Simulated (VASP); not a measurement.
# KI (Pm-3m) in VASP: dielectric tensor with r2SCAN

Aim: the dielectric tensor of KI with r2SCAN.

All numbers are computed with VASP 6.6.1; they aren't measurements. Logs are shortened: lines on timing, memory, paths and dates and some standing lists are left out, and cuts for length are marked.

**1. The cell of the first run**

It takes space group Pm-3m (No. 221, cubic). Conventional cell: a = 4.291 Å, b = 4.291 Å, c = 4.291 Å, α = 90.00°, β = 90.00°, γ = 90.00°. K (site symmetry m-3m) has 8 I at 3.72 Å and 6 K at 4.29 Å within 4.9 Å. I (site symmetry m-3m) has 8 K at 3.72 Å and 6 I at 4.29 Å within 4.9 Å.

**2. Dielectric tensor, r2SCAN**

INCAR reads:

```
SYSTEM = KI
PREC = Accurate
ENCUT = 520
EDIFF = 1E-8
ISMEAR = 0
SIGMA = 0.01
LREAL = .FALSE.
LASPH = .TRUE.
NELM = 80
ALGO = Normal
ISIF = 2
LWAVE = .FALSE.
LCHARG = .FALSE.
METAGGA = R2SCAN
LMIXTAU = .TRUE.
LCALCEPS = .TRUE.
```

KPOINTS reads:

```
Automatic mesh
0
G
  6 6 6
  0 0 0
```

POSCAR reads:

```
KI
1.0
    4.2910851989      0.0000000000      0.0000000000
    0.0000000000      4.2910851989      0.0000000000
    0.0000000000      0.0000000000      4.2910851989
K I
1 1
Direct
    0.0000000000      0.0000000000      0.0000000000
    0.5000000000      0.5000000000      0.5000000000
```

Potentials or basis: VASP PAW PBE potentials, release 64 (K_sv, I).

Command:

```sh
> cat potpaw_PBE.64/K_sv/POTCAR potpaw_PBE.64/I/POTCAR > POTCAR
> mpirun -np 1 vasp_std > vasp.out
```

OUTCAR:

```text
SYSTEM = KI
   PREC = Accurate
   ENCUT = 520
   EDIFF = 1E-8
   ISMEAR = 0
   LREAL = .FALSE.
   LASPH = .TRUE.
   NELM = 80
   ISIF = 2
   METAGGA = R2SCAN

 ion  position               nearest neighbor table
   1  0.000  0.000  0.000-
   2  0.500  0.500  0.500-

  LATTYP: Found a simple cubic cell.
 ALAT       =     4.2910851989

  Lattice vectors:

 A1 = (   4.2910851989,   0.0000000000,   0.0000000000)
 A2 = (   0.0000000000,   4.2910851989,   0.0000000000)
 A3 = (   0.0000000000,   0.0000000000,   4.2910851989)

Analysis of symmetry for initial positions (statically):
=====================================================================
 Subroutine PRICEL returns:
 Original cell was already a primitive cell.

 Routine SETGRP: Setting up the symmetry group for a
 simple cubic supercell.

 Subroutine GETGRP returns: Found 48 space group operations
 (whereof 48 operations were pure point group operations)
 out of a pool of 48 trial point group operations.

The static configuration has the point symmetry O_h .

Analysis of symmetry for dynamics (positions and initial velocities):
=====================================================================
 Subroutine PRICEL returns:
 Original cell was already a primitive cell.

 Routine SETGRP: Setting up the symmetry group for a
 simple cubic supercell.

 Subroutine GETGRP returns: Found 48 space group operations
 (whereof 48 operations were pure point group operations)
 out of a pool of 48 trial point group operations.

The dynamic configuration has the point symmetry O_h .

 Subroutine INISYM returns: Found 48 space group operations
 (whereof 48 operations are pure point group operations),
 and found     1 'primitive' translations

----------------------------------------------------------------------------------------

                                     Primitive cell

  volume of cell :      79.0135

  direct lattice vectors                    reciprocal lattice vectors
     4.291085199  0.000000000  0.000000000     0.233041283  0.000000000  0.000000000
     0.000000000  4.291085199  0.000000000     0.000000000  0.233041283  0.000000000
     0.000000000  0.000000000  4.291085199     0.000000000  0.000000000  0.233041283

  length of vectors
     4.291085199  4.291085199  4.291085199     0.233041283  0.233041283  0.233041283

  position of ions in fractional coordinates (direct lattice)
     0.000000000  0.000000000  0.000000000
     0.500000000  0.500000000  0.500000000

  ion indices of the primitive-cell ions
   primitive index   ion index
                 1           1
                 2           2

----------------------------------------------------------------------------------------

 KPOINTS: Automatic mesh

Automatic generation of k-mesh.
 Grid dimensions read from file:
 generate k-points for:    6    6    6

 Generating k-lattice:

  Cartesian coordinates                     Fractional coordinates (reciprocal lattice)
     0.038840214  0.000000000  0.000000000     0.166666667  0.000000000  0.000000000
     0.000000000  0.038840214  0.000000000     0.000000000  0.166666667  0.000000000
     0.000000000  0.000000000  0.038840214     0.000000000  0.000000000  0.166666667

  Length of vectors
     0.038840214  0.038840214  0.038840214

  Shift w.r.t. Gamma in fractional coordinates (k-lattice)
     0.000000000  0.000000000  0.000000000

 Subroutine IBZKPT returns following result:
 ===========================================

[... 31 lines left out ...]
   NGXF,Y,Z  is equivalent  to a cutoff of  24.79, 24.79, 24.79 a.u.
 SYSTEM =  KI
   PREC   = accura    normal or accurate (medium, high low for compatibility)
   ISTART =      0    job   : 0-new  1-cont  2-samecut
   ICHARG =      2    charge: 1-file 2-atom 10-const
   ISPIN  =      1    spin polarized calculation?
   LNONCOLLINEAR =      F non collinear calculations
   LSORBIT =      F    spin-orbit coupling
   LASPH  =      T    aspherical Exc in radial PAW
   ENCUT  =  520.0 eV  38.22 Ry    6.18 a.u.   7.98  7.98  7.98*2*pi/ulx,y,z
   NELM   =     80;   NELMIN=  2; NELMDL= -5     # of ELM steps
   EDIFF  = 0.1E-07   stopping-criterion for ELM
   LREAL  =      F    real-space projection
   EDIFFG = 0.1E-06   stopping-criterion for IOM
   NSW    =      0    number of steps for IOM
   IBRION =     -1    ionic relax: 0-MD 1-quasi-New 2-CG
   NFREE  =      0    steps in history (QN), initial steepest desc. (CG)
   ISIF   =      2    stress and relaxation
   ISYM   =      2    0-nonsym 1-usesym 2-fastsym
   POTIM  = 0.5000    time-step for ionic-motion
   TEBEG  =    0.0;   TEEND  =   0.0 temperature during run
   PSTRESS=    0.0 pullay stress
   NELECT =      16.0000    total number of electrons
   NUPDOWN=      -1.0000    fix difference up-down
   EMIN   =  10.00;   EMAX   =-10.00  energy-range for DOS
   EFERMI =   0.00;   METHOD = LEGACY
   ISMEAR =     0;   SIGMA  =   0.01  broadening in eV -4-tet -1-fermi 0-gaus
   EFERMI_NEDOS =   21; number of points for ismear=-14 and -15
   IALGO  =     38    algorithm
   IMIX   =      4    mixing-type and parameters
     AMIX     =   0.40;   BMIX     =  1.00
     AMIX_MAG =   1.60;   BMIX_MAG =  1.00
  volume/ion in A,a.u.               =      39.51       266.60
  Fermi-wavevector in a.u.,A,eV,Ry     =   0.961349  1.816686 12.574391  0.924192
  Thomas-Fermi vector in A             =   2.090713
   LORBIT       =      0    0 simple, 1 ext, 2 COOP (PROOUT), +10 PAW based schemes
   METAGGA = R2SCAN    functional components
   LHFCALC =     F    Hartree Fock is set to
   AEXX    =    0.0000 exact exchange contribution
   IVDW    =     0    specifies the selected vdW correction
   LEPSILON=     F    determine dielectric tensor
   LRPA    =     F    only Hartree local field effects (RPA)
   LRPA       =     F
 non-spin polarized calculation
 Gauss-broadening in eV      SIGMA  =   0.01
  energy-cutoff  :      520.00
  volume of cell :       79.01
 maximum number of plane-waves:      2176
 NGX is ok and might be reduce to    32
   NGX = 15   NGY = 15   NGZ = 15

 Total electronic dipole moment: p[elc]=(    -0.00000     0.00000    -0.00000 ) |e| Angst

 Total electronic dipole moment: p[elc]=(     0.00000     0.00897     0.00000 ) |e| Angst

 number of electron      16.0000003 magnetization

 Free energy of the ion-electron system (eV)
  ---------------------------------------------------
  ext. energy  EPLUGINS =         0.00000000
  ---------------------------------------------------
  free energy    TOTEN  =       -33.86431191 eV

  energy without entropy =      -33.86431191  energy(sigma->0) =      -33.86431191

 E-fermi :   0.6768     XC(G=0):  -8.0476

 val. band max:        0.5774097204   @ k =   0.5000   0.5000   0.0000
 cond. band min:   10000.0000000000   @ k =   0.0000   0.0000   0.0000
 fundamental gap:   9999.4225902796
 Fermi energy:         0.6768076554

 k-point     1 :       0.0000    0.0000    0.0000
  band No.  band energies     occupation
      1     -30.0066      2.00000
      2     -12.6887      2.00000
      3     -12.6887      2.00000
      4     -12.6887      2.00000
      5     -10.9134      2.00000
      6       0.2084      2.00000
      7       0.2084      2.00000
      8       0.2085      2.00000
      9   10000.0000      0.00000
     10   10000.0000      0.00000
     11   10000.0000      0.00000
     12   10000.0000      0.00000
[... 331 lines left out ...]
 k-point    24 :       0.0000    0.1667    0.1667
  band No.  band energies     occupation
      1     -30.0044      2.00000
      2     -12.7389      2.00000
      3     -12.7087      2.00000
      4     -12.6833      2.00000
      5     -10.7716      2.00000
      6      -0.4631      2.00000
      7      -0.2418      2.00000
      8       0.2602      2.00000
      9   10000.0000      0.00000
     10   10000.0000      0.00000
     11   10000.0000      0.00000
     12   10000.0000      0.00000

 [... further k-points ...]

------------------------ aborting loop because EDIFF is reached ----------------------------------------

            Ionic dipole moment: p[ion]=(   -15.01880   -15.01880   -15.01880 ) |e| Angst

 Total electronic dipole moment: p[elc]=(    -0.00000     0.00000     0.00897 ) |e| Angst

 MACROSCOPIC STATIC DIELECTRIC TENSOR (including local field effects)
 ------------------------------------------------------
           3.053141    -0.000000     0.000000
          -0.000000     3.053141     0.000000
           0.000000     0.000000     3.053141
 ------------------------------------------------------

 PIEZOELECTRIC TENSOR (including local field effects) (e Angst)
          XX          YY          ZZ          XY          YZ          ZX
  --------------------------------------------------------------------------------
  x     0.00000     0.00000     0.00000     0.00000     0.00000     0.00000
  y     0.00000     0.00000     0.00000     0.00000     0.00000     0.00000
  z     0.00000     0.00000     0.00000     0.00000     0.00000     0.00000

 PIEZOELECTRIC TENSOR (including local field effects) (C/m^2)
          XX          YY          ZZ          XY          YZ          ZX
  --------------------------------------------------------------------------------
  x     0.00000     0.00000     0.00000     0.00000     0.00000     0.00000
  y     0.00000     0.00000     0.00000     0.00000     0.00000     0.00000
  z     0.00000     0.00000     0.00000     0.00000     0.00000     0.00000

 BORN EFFECTIVE CHARGES (including local field effects) (in |e|, cummulative output)
 ---------------------------------------------------------------------------------
 ion    1
    1     1.22723    -0.00000     0.00000
    2    -0.00000     1.22723     0.00000
    3     0.00000     0.00000     1.22723
 ion    2
    1    -1.22723     0.00000    -0.00000
    2     0.00000    -1.22723    -0.00000
    3    -0.00000     0.00000    -1.22723

  FORCE on cell =-STRESS in cart. coord.  units (eV):
  Direction    XX          YY          ZZ          XY          YZ          ZX
  --------------------------------------------------------------------------------------
  -------------------------------------------------------------------------------------
  Total        0.0073764      0.0073764      0.0073764     -0.0000000      0.0000000      0.0000000
  in kB        0.1495731      0.1495731      0.1495731     -0.0000000      0.0000000      0.0000000
  external PRESSURE =       0.1495731 kB  Pullay stress =       0.0000000 kB

 VOLUME and BASIS-vectors are now :
 -----------------------------------------------------------------------------
  energy-cutoff  :      520.00
  volume of cell :       79.01
      direct lattice vectors                 reciprocal lattice vectors
     4.291085199  0.000000000  0.000000000     0.233041283  0.000000000  0.000000000
     0.000000000  4.291085199  0.000000000     0.000000000  0.233041283  0.000000000
     0.000000000  0.000000000  4.291085199     0.000000000  0.000000000  0.233041283

 POSITION                                       TOTAL-FORCE (eV/Angst)
 -----------------------------------------------------------------------------------
      0.00000      0.00000      0.00000         0.000000      0.000000      0.000000
      2.14554      2.14554      2.14554         0.000000      0.000000      0.000000
 -----------------------------------------------------------------------------------
    total drift:                                0.000000      0.000000     -0.000000

  FREE ENERGIE OF THE ION-ELECTRON SYSTEM (eV)
  ---------------------------------------------------
  free  energy   TOTEN  =       -33.8643119112 eV

  energy  without entropy=      -33.8643119112  energy(sigma->0) =      -33.86431191
```

Run time: 58 min. Hardware: 1 thread of Oxide Virtual Turin-like, shared host; peak memory 0.31 GiB.

Results:

| Property | Result |
| --- | --- |
| Band gap on the k mesh | 4.04 eV (least direct gap 4.41 eV) |
| Electronic dielectric tensor (diagonal) | 3.05 |
| Born charges (mean of the diagonal) | K +1.23; I -1.23 e |

Electronic dielectric tensor:
```
3.05 0.00 0.00
0.00 3.05 0.00
0.00 0.00 3.05
```

Born effective charge tensors (e):
atom 1, K
```
1.23 0.00 0.00
0.00 1.23 0.00
0.00 0.00 1.23
```
atom 2, I
```
-1.23  0.00  0.00
 0.00 -1.23  0.00
 0.00  0.00 -1.23
```

Dipole moments of the cell (e·Å, modulo the quantum): ionic -15.019, -15.019, -15.019; electronic 0.000, 0.000, 0.009

Caveat: the PAW data sets were made with another functional, which shifts forces and pressure a little; spin-orbit coupling is left out, which moves the levels of the heavy elements.

The gap in the log of VASP goes by the Fermi energy; the results here count the filled bands.